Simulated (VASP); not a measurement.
CoNiO2:

```
Co Ni O
1.0
     3.01433    0.00000    0.00000
     0.00000    3.01433    0.00000
     0.00000    0.00000    4.22229
Co Ni O
1 1 2
Direct
  0.50000 0.50000 0.50000
  0.00000 0.00000 0.00000
  0.50000 0.50000 0.00000
  0.00000 0.00000 0.50000
```

| Quantity | Value |
| --- | --- |
| Program | VASP 6.6.1 |
| Task | relaxation of cell and atoms |
| Functional | PBE |
| Potentials or basis | VASP PAW PBE potentials, release 64 (Co, Ni, O) |
| Cutoff | 600 eV |
| k mesh | 14 × 14 × 10 |
| Occupations | gaussian, width 0.1 eV |
| Spin | no spin polarisation |

At the start: pressure -15.0 GPa; volume 9.59 Å³/atom.

Question: How do energy, volume and symmetry change on relaxing?

Answer: Over 9 steps the energy falls by 39.6 meV/atom and the volume is 8.81 Å³/atom (-8.1 %); space group P4/mmm (No. 123, to 0.05 Å).

Step by step:
| step | energy change (eV) | largest force (eV/Å) | pressure (GPa) | volume (Å³) |
| --- | --- | --- | --- | --- |
| 1 | 0.0000 | 0.0000 | -14.97 | 38.36 |
| 2 | -0.1000 | 0.0000 | 11.65 | 33.60 |
| 3 | -0.1574 | 0.0000 | -0.04 | 35.27 |
| 4 | -0.1573 | 0.0000 | 0.32 | 35.20 |
| 5 | -0.1579 | 0.0000 | 0.35 | 35.20 |
| 6 | -0.1582 | 0.0000 | 0.42 | 35.19 |
| 7 | -0.1582 | 0.0000 | 0.37 | 35.19 |
| 8 | -0.1582 | 0.0000 | -0.43 | 35.32 |
| 9 | -0.1583 | 0.0000 | -0.02 | 35.25 |

Final structure:
```
Co Ni O
1.0
     2.92053    0.00000    0.00000
     0.00000    2.92053    0.00000
     0.00000    0.00000    4.13329
Co Ni O
1 1 2
Direct
  0.50000 0.50000 0.50000
  0.00000 0.00000 0.00000
  0.50000 0.50000 0.00000
  0.00000 0.00000 0.50000
```

Caveat: an odd number of electrons without spin polarisation forces a metal; a magnetic or distorted state may lie lower; the run has no spin polarisation, though such a crystal can be magnetic.
